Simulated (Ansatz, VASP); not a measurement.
K2S in VASP and in Ansatz

```xyz
3
Lattice="0.0000 3.7082 3.7082 3.7082 0.0000 3.7082 3.7082 3.7082 0.0000" Properties=species:S:1:pos:R:3 pbc="T T T"
K     1.8541    1.8541    1.8541
K     5.5623    5.5623    5.5623
S     0.0000    0.0000    0.0000
```

Alike in both runs: task single point; functional revPBE; k mesh 6 × 6 × 6; occupations gaussian, width 0.05 eV; no spin polarisation.

```csv
,VASP,Ansatz
version,VASP 6.6.1,Ansatz 0.2.0
potentials or method,"VASP PAW PBE potentials, release 64 (K_sv, S), cutoff 500 eV","scalar-relativistic, plane waves, PAW"
valence electrons in the cell,24,24
```

VASP gave:

| Quantity | Value |
| --- | --- |
| gap on the k mesh at the Fermi level (eV) | 2.60 |
| least direct gap on the mesh (eV) | 2.79 |
| pressure (GPa) | 1.4 |

**Question.** Estimate Ansatz's values.

**Answer.** gap on the k mesh at the Fermi level (eV): 2.60; least direct gap on the mesh (eV): 2.79; pressure (GPa): 1.3.

VASP's potentials were made for PBE, not for revPBE.
